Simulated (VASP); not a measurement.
# CO2 (Cmce) in VASP: notebook

The runs below take CO2 through single point, relaxation of cell and atoms, with PBE.

Everything below comes from runs of VASP 6.6.1. Logs are shortened: lines on timing, memory, paths and dates and some standing lists are left out, and cuts for length are marked.

**1. The cell of the first run**

Symmetry: Cmce, No. 64, orthorhombic system. The conventional cell has a = 6.004 Å, b = 5.395 Å, c = 7.050 Å, α = 90.00°, β = 90.00°, γ = 90.00°. Within 1.6 Å of C (site symmetry 2/m) lie 2 O at 1.17 Å. O (site symmetry m) has 1 C at 1.17 Å within 1.6 Å.

**2. Single point, PBE**

INCAR

```
PREC = Accurate
ENCUT = 520
EDIFF = 1E-6
ISMEAR = 0
SIGMA = 0.02
LREAL = False
LASPH = True
NELM = 100
ALGO = Normal
ISIF = 2
LWAVE = False
LCHARG = False
GGA = PE
NBANDS = 25
```

KPOINTS

```
regular mesh
0
Gamma
  6 6 4
```

POSCAR

```
CO2
1.0
    3.0020606059     -2.6976304616      0.0000000000
    3.0020606059      2.6976304616      0.0000000000
    0.0000000000      0.0000000000      7.0503470733
C O
2 4
Direct
    0.0000000000      0.0000000000      0.0000000000
    0.5000000000      0.5000000000      0.5000000000
    0.8252524024      0.1747475976      0.9017416865
    0.1747475976      0.8252524024      0.0982583135
    0.6747475976      0.3252524024      0.4017416865
    0.3252524024      0.6747475976      0.5982583135
```

Potentials or basis: VASP PAW PBE potentials, release 64 (C, O).

Launch:

```bash
> cat potpaw_PBE.64/C/POTCAR potpaw_PBE.64/O/POTCAR > POTCAR
> mpirun -np 1 vasp_std > vasp.out
```

OUTCAR:

```text
PREC = Accurate
   ENCUT = 520
   EDIFF = 1E-6
   ISMEAR = 0
   LREAL = False
   LASPH = True
   NELM = 100
   ISIF = 2
   GGA = PE

 ion  position               nearest neighbor table
   1  0.000  0.000  0.000-   3 1.17   4 1.17
   2  0.500  0.500  0.500-   5 1.17   6 1.17
   3  0.825  0.175  0.902-   1 1.17
   4  0.175  0.825  0.098-   1 1.17
   5  0.675  0.325  0.402-   2 1.17
   6  0.325  0.675  0.598-   2 1.17

  LATTYP: Found a base centered orthorhombic cell.
 ALAT       =     5.3952609232
 B/A-ratio  =     1.1128509441
 C/A-ratio  =     1.3067666557

  Lattice vectors:

 A1 = (  -3.0020606059,  -2.6976304616,   0.0000000000)
 A2 = (   3.0020606059,  -2.6976304616,   0.0000000000)
 A3 = (   0.0000000000,   0.0000000000,   7.0503470733)

Analysis of symmetry for initial positions (statically):
=====================================================================
 Subroutine PRICEL returns:
 Original cell was already a primitive cell.

 Routine SETGRP: Setting up the symmetry group for a
 base centered orthorhombic supercell.

 Subroutine GETGRP returns: Found  8 space group operations
 (whereof  4 operations were pure point group operations)
 out of a pool of  8 trial point group operations.

The static configuration has the point symmetry C_2h.
 The point group associated with its full space group is D_2h.

Analysis of symmetry for dynamics (positions and initial velocities):
=====================================================================
 Subroutine PRICEL returns:
 Original cell was already a primitive cell.

 Routine SETGRP: Setting up the symmetry group for a
 base centered orthorhombic supercell.

 Subroutine GETGRP returns: Found  8 space group operations
 (whereof  4 operations were pure point group operations)
 out of a pool of  8 trial point group operations.

The dynamic configuration has the point symmetry C_2h.
 The point group associated with its full space group is D_2h.

 Subroutine INISYM returns: Found  8 space group operations
 (whereof  4 operations are pure point group operations),
 and found     1 'primitive' translations

----------------------------------------------------------------------------------------

                                     Primitive cell

  volume of cell :     114.1938

[... 91 lines left out ...]
   LNONCOLLINEAR =      F non collinear calculations
   LSORBIT =      F    spin-orbit coupling
   LASPH  =      T    aspherical Exc in radial PAW
   ENCUT  =  520.0 eV  38.22 Ry    6.18 a.u.   7.50  7.50 13.11*2*pi/ulx,y,z
   NELM   =    100;   NELMIN=  2; NELMDL= -5     # of ELM steps
   EDIFF  = 0.1E-05   stopping-criterion for ELM
   LREAL  =      F    real-space projection
   EDIFFG = 0.1E-04   stopping-criterion for IOM
   NSW    =      0    number of steps for IOM
   IBRION =     -1    ionic relax: 0-MD 1-quasi-New 2-CG
   NFREE  =      0    steps in history (QN), initial steepest desc. (CG)
   ISIF   =      2    stress and relaxation
   ISYM   =      2    0-nonsym 1-usesym 2-fastsym
   POTIM  = 0.5000    time-step for ionic-motion
   TEBEG  =    0.0;   TEEND  =   0.0 temperature during run
   PSTRESS=    0.0 pullay stress
   NELECT =      32.0000    total number of electrons
   NUPDOWN=      -1.0000    fix difference up-down
   EMIN   =  10.00;   EMAX   =-10.00  energy-range for DOS
   EFERMI =   0.00;   METHOD = LEGACY
   ISMEAR =     0;   SIGMA  =   0.02  broadening in eV -4-tet -1-fermi 0-gaus
   EFERMI_NEDOS =   21; number of points for ismear=-14 and -15
   IALGO  =     38    algorithm
   IMIX   =      4    mixing-type and parameters
     AMIX     =   0.40;   BMIX     =  1.00
     AMIX_MAG =   1.60;   BMIX_MAG =  1.00
  volume/ion in A,a.u.               =      19.03       128.44
  Fermi-wavevector in a.u.,A,eV,Ry     =   1.071299  2.024462 15.615155  1.147681
  Thomas-Fermi vector in A             =   2.207035
   LORBIT       =      0    0 simple, 1 ext, 2 COOP (PROOUT), +10 PAW based schemes
   GGA     = PE    functional components
   LHFCALC =     F    Hartree Fock is set to
   AEXX    =    0.0000 exact exchange contribution
   IVDW    =     0    specifies the selected vdW correction
   LEPSILON=     F    determine dielectric tensor
   LRPA    =     F    only Hartree local field effects (RPA)
 non-spin polarized calculation
 Gauss-broadening in eV      SIGMA  =   0.02
  energy-cutoff  :      520.00
  volume of cell :      114.19
 maximum number of plane-waves:      3114
   NGX = 15   NGY = 15   NGZ = 27

 number of electron      32.0000024 magnetization

 Free energy of the ion-electron system (eV)
  ---------------------------------------------------
  ext. energy  EPLUGINS =         0.00000000
  ---------------------------------------------------
  free energy    TOTEN  =       -46.10668680 eV

  energy without entropy =      -46.10668680  energy(sigma->0) =      -46.10668680

 E-fermi :  -4.6671     XC(G=0):  -6.7753

 val. band max:       -4.8316021463   @ k =   0.5000   0.5000   0.0000
 cond. band min:       1.6331674377   @ k =   0.0000   0.0000   0.0000
 fundamental gap:      6.4647695839
 Fermi energy:        -4.6671007116

 k-point     1 :       0.0000    0.0000    0.0000
  band No.  band energies     occupation
      1     -25.2953      2.00000
      2     -25.2399      2.00000
      3     -24.2288      2.00000
      4     -24.2107      2.00000
      5      -9.8365      2.00000
      6      -9.8249      2.00000
[... 661 lines left out ...]
     24       7.3466      0.00000
     25       7.7954      0.00000

 [... further k-points ...]
[... 5 lines left out ...]
  --------------------------------------------------------------------------------------
  -------------------------------------------------------------------------------------
  Total       -0.1094162      1.7388576      0.8453301      0.0000000     -0.0000000      0.0000000
  in kB       -1.5351462     24.3967622     11.8602682      0.0000000     -0.0000000      0.0000000
  external PRESSURE =      11.5739614 kB  Pullay stress =       0.0000000 kB

 VOLUME and BASIS-vectors are now :
 -----------------------------------------------------------------------------
  energy-cutoff  :      520.00
  volume of cell :      114.19
      direct lattice vectors                 reciprocal lattice vectors
     3.002060606 -2.697630462  0.000000000     0.166552267 -0.185347848  0.000000000
     3.002060606  2.697630462  0.000000000     0.166552267  0.185347848  0.000000000
     0.000000000  0.000000000  7.050347073     0.000000000  0.000000000  0.141836989

 POSITION                                       TOTAL-FORCE (eV/Angst)
 -----------------------------------------------------------------------------------
      0.00000      0.00000      0.00000         0.000000      0.000000      0.000000
      3.00206      0.00000      3.52517         0.000000     -0.000000      0.000000
      3.00206     -1.75482      6.35759         0.000000      0.503833     -0.369917
      3.00206      1.75482      0.69276         0.000000     -0.503833      0.369917
      3.00206     -0.94281      2.83242         0.000000     -0.503833     -0.369917
      3.00206      0.94281      4.21793         0.000000      0.503833      0.369917
 -----------------------------------------------------------------------------------
    total drift:                                0.000000     -0.000000     -0.000000

  FREE ENERGIE OF THE ION-ELECTRON SYSTEM (eV)
  ---------------------------------------------------
  free  energy   TOTEN  =       -46.1066868036 eV

  energy  without entropy=      -46.1066868036  energy(sigma->0) =      -46.10668680
```

It took 53 s on 1 thread of AMD EPYC 9R45 (Zen 5), shared host; peak memory 0.21 GiB.

Results:

```
Free energy            : -46.1067 eV
Pressure               : 1.2 GPa
Largest force          : 0.625 eV/Å
Band gap on the k mesh : 6.46 eV (least direct gap 6.71 eV)
```

Forces in eV/Å, atoms in the order of the input:
```
C    0.000  0.000  0.000
C    0.000  0.000  0.000
O    0.000  0.504 -0.370
O    0.000 -0.504  0.370
O    0.000 -0.504 -0.370
O    0.000  0.504  0.370
```

Caveat: this functional lacks dispersion, which holds the molecules together, so the pressure and a relaxed volume are unreliable. A k mesh can miss the band edges.

[end of part 1 of 2]
